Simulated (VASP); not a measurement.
# TiTe2 (P-3m1) in VASP: notebook, part 2 of 2

VASP 6.6.1. The steps go on from the part before.

## (4) Single point, BLYP

This run uses another cell than the first one, of 44.01 Å³/atom, 1.153 times its volume.

Contents of INCAR:

```
SYSTEM = TiTe2
AGGAC = 1.0
AGGAX = 1.0
ALDAC = 0.0
ALDAX = 1.0
ALGO = Normal
EDIFF = 1E-6
ENCUT = 520
GGA = B5
ISIF = 2
ISMEAR = -1
LASPH = .TRUE.
LCHARG = .FALSE.
LREAL = .FALSE.
LWAVE = .FALSE.
NBANDS = 19
NELM = 100
PREC = Accurate
SIGMA = 0.05
```

Contents of KPOINTS:

```
k-points
0
G
  8 8 4
  0 0 0
```

Contents of POSCAR:

```
TiTe2
1.0
    3.9121535841      0.0000000000      0.0000000000
   -1.9560767920      3.3880243873      0.0000000000
    0.0000000000      0.0000000000      9.9618683166
Te Ti
2 1
Direct
    0.3333333333      0.6666666667      0.8289532694
    0.6666666667      0.3333333333      0.1710467306
    0.0000000000      0.0000000000      0.0000000000
```

Potentials or basis: VASP PAW PBE potentials, release 64 (Te, Ti_sv).

Run with:

```sh
$ cat potpaw_PBE.64/Te/POTCAR potpaw_PBE.64/Ti_sv/POTCAR > POTCAR
$ mpirun -np 1 vasp_std > vasp.out
```

OUTCAR:

```text
SYSTEM = TiTe2
   EDIFF = 1E-6
   ENCUT = 520
   GGA = B5
   ISIF = 2
   ISMEAR = -1
   LASPH = .TRUE.
   LREAL = .FALSE.
   NELM = 100
   PREC = Accurate

 ion  position               nearest neighbor table
   1  0.333  0.667  0.829-   3 2.83   3 2.83   3 2.83
   2  0.667  0.333  0.171-   3 2.83   3 2.83   3 2.83
   3  0.000  0.000  0.000-   1 2.83   2 2.83   1 2.83   2 2.83   2 2.83   1 2.83

  LATTYP: Found a hexagonal cell.
 ALAT       =     3.9121535841
 C/A-ratio  =     2.5463898854

  Lattice vectors:

 A1 = (   3.9121535841,   0.0000000000,   0.0000000000)
 A2 = (  -1.9560767920,   3.3880243873,   0.0000000000)
 A3 = (   0.0000000000,   0.0000000000,   9.9618683166)

Analysis of symmetry for initial positions (statically):
=====================================================================
 Subroutine PRICEL returns:
 Original cell was already a primitive cell.

 Routine SETGRP: Setting up the symmetry group for a
 hexagonal supercell.

[... 157 lines left out ...]

 number of electron      23.9999999 magnetization

 Free energy of the ion-electron system (eV)
  ---------------------------------------------------
  ext. energy  EPLUGINS =         0.00000000
  ---------------------------------------------------
  free energy    TOTEN  =       -14.13367783 eV

  energy without entropy =      -14.12305174  energy(sigma->0) =      -14.12836479

 E-fermi :   2.4665     XC(G=0):  -6.5622

 val. band max:        2.3325428161   @ k =   0.1250  -0.0000   0.2500
 cond. band min:       2.4843577179   @ k =   0.5000  -0.0000   0.5000
 fundamental gap:      0.1518149018
 Fermi energy:         2.4664550924

 k-point     1 :       0.0000    0.0000    0.0000
  band No.  band energies     occupation
      1     -55.0324      2.00000
      2     -31.4276      2.00000
      3     -31.4275      2.00000
      4     -31.3931      2.00000
      5      -9.1164      2.00000
      6      -8.3080      2.00000
[... 505 lines left out ...]
      6      -7.7180      2.00000
[... 11 lines left out ...]
     18       7.8792      0.00000
     19       8.1568      0.00000

 [... further k-points ...]
[... 5 lines left out ...]
  --------------------------------------------------------------------------------------
  -------------------------------------------------------------------------------------
  Total        0.0896500      0.0896500      0.1504453      0.0000000      0.0000000      0.0000000
  in kB        1.0878213      1.0878213      1.8255175      0.0000000      0.0000000      0.0000000
  external PRESSURE =       1.3337200 kB  Pullay stress =       0.0000000 kB

 VOLUME and BASIS-vectors are now :
 -----------------------------------------------------------------------------
  energy-cutoff  :      520.00
  volume of cell :      132.04
      direct lattice vectors                 reciprocal lattice vectors
     3.912153584  0.000000000  0.000000000     0.255613687  0.147578631  0.000000000
    -1.956076792  3.388024387  0.000000000     0.000000000  0.295157261  0.000000000
     0.000000000  0.000000000  9.961868317     0.000000000  0.000000000  0.100382776

 POSITION                                       TOTAL-FORCE (eV/Angst)
 -----------------------------------------------------------------------------------
     -0.00000      2.25868      8.25792        -0.000000      0.000000     -0.034461
      1.95608      1.12934      1.70395         0.000000     -0.000000      0.034461
      0.00000      0.00000      0.00000         0.000000      0.000000      0.000000
 -----------------------------------------------------------------------------------
    total drift:                               -0.000000      0.000000     -0.000000

  FREE ENERGIE OF THE ION-ELECTRON SYSTEM (eV)
  ---------------------------------------------------
  free  energy   TOTEN  =       -14.1336778333 eV

  energy  without entropy=      -14.1230517411  energy(sigma->0) =      -14.12836479
```

OSZICAR:

```text
N       E                     dE             d eps       ncg     rms          rms(c)
DAV:   1     0.163776082881E+03    0.16378E+03   -0.10350E+04  1402   0.108E+03
DAV:   2    -0.159740588479E+01   -0.16537E+03   -0.16049E+03  1548   0.262E+02
DAV:   3    -0.163083214218E+02   -0.14711E+02   -0.14423E+02  2160   0.752E+01
DAV:   4    -0.168318644757E+02   -0.52354E+00   -0.52141E+00  1783   0.139E+01
DAV:   5    -0.168646984287E+02   -0.32834E-01   -0.32821E-01  1984   0.270E+00    0.114E+01
DAV:   6    -0.179674040742E+02   -0.11027E+01   -0.53130E+01  1374   0.392E+01    0.213E+01
DAV:   7    -0.146549229375E+02    0.33125E+01   -0.64281E+01  1655   0.403E+01    0.686E+00
DAV:   8    -0.142766882058E+02    0.37823E+00   -0.13483E+00  1519   0.688E+00    0.339E+00
DAV:   9    -0.141956989179E+02    0.80989E-01   -0.20837E+00  1775   0.848E+00    0.251E+00
DAV:  10    -0.141685188135E+02    0.27180E-01   -0.11834E+00  1541   0.688E+00    0.145E+00
DAV:  11    -0.141335259490E+02    0.34993E-01   -0.18603E-01  1530   0.283E+00    0.291E-01
DAV:  12    -0.141337870159E+02   -0.26107E-03   -0.44743E-03  1585   0.433E-01    0.192E-01
DAV:  13    -0.141337275306E+02    0.59485E-04   -0.95525E-04  1673   0.181E-01    0.943E-02
DAV:  14    -0.141336890054E+02    0.38525E-04   -0.10522E-04  1568   0.689E-02    0.457E-02
DAV:  15    -0.141336858738E+02    0.31316E-05   -0.33705E-05  1589   0.283E-02    0.250E-02
DAV:  16    -0.141336777673E+02    0.81065E-05   -0.78259E-05  1516   0.584E-02    0.150E-02
DAV:  17    -0.141336778333E+02   -0.66052E-07   -0.28881E-06  1321   0.146E-02
   1 F= -.14133678E+02 E0= -.14128365E+02  d E =-.106261E-01
```

stdout:

```text
POSCAR found type information on POSCAR TeTi
 POSCAR found :  2 types and       3 ions
 scaLAPACK will be used
 -----------------------------------------------------------------------------
|                                                                             |
|                                                                             |
|     You enforced a specific xc type in the INCAR file but a different       |
|     I HOPE YOU KNOW WHAT YOU ARE DOING!                                     |
|                                                                             |
 -----------------------------------------------------------------------------

 LDA part: xc-table for (Slater(with rela. corr.)+VWN5), standard interpolation
 POSCAR, INCAR and KPOINTS ok, starting setup
 FFT: planning ... GRIDC
 FFT: planning ... GRID_SOFT
 FFT: planning ... GRID
 WAVECAR not read
 entering main loop
```

It took 73 s on 1 thread of Intel Xeon 6975P-C (Granite Rapids), shared host; peak memory 0.29 GiB.

What came out:

* Free energy: -14.1337 eV
* Pressure: 0.1 GPa
* Largest force: 0.034 eV/Å
* Band gap on the k mesh: zero (band 12 reaches 2.76 eV, above the bottom of band 13 at 2.48 eV)

Forces on the atoms (eV/Å):
```
Te   0.000  0.000 -0.034
Te   0.000  0.000  0.034
Ti   0.000  0.000  0.000
```

Caveat: the PAW data sets were made with another functional, which shifts forces and pressure a little; spin-orbit coupling is left out, which moves the levels of the heavy elements.

## (5) The runs side by side

| level | cell | gap on the mesh (eV) | pressure (GPa) | largest force (eV/Å) |
| --- | --- | --- | --- | --- |
| RPBE | a = 3.812, b = 3.812, c = 9.100 Å, angles 90.0, 90.0, 120.0°, 3 atoms | none | 0.0 | 0.01 |
| revPBE | a = 3.794, b = 3.794, c = 9.816 Å, angles 90.0, 90.0, 120.0°, 3 atoms | none | 0.0 | 0.01 |
| BLYP | a = 3.912, b = 3.912, c = 9.962 Å, angles 90.0, 90.0, 120.0°, 3 atoms | none | 0.1 | 0.03 |

Alike in all rows: task single point; potentials or basis VASP PAW PBE potentials, release 64 (Te, Ti_sv); no spin polarisation; k mesh 8 × 8 × 4; cutoff (eV) 520; smearing fermi-dirac 0.05 eV.

Caveats: the PAW data sets were made with another functional, which shifts forces and pressure a little; spin-orbit coupling is left out, which moves the levels of the heavy elements.

Absolute energies hang on the potentials; compare differences alone.
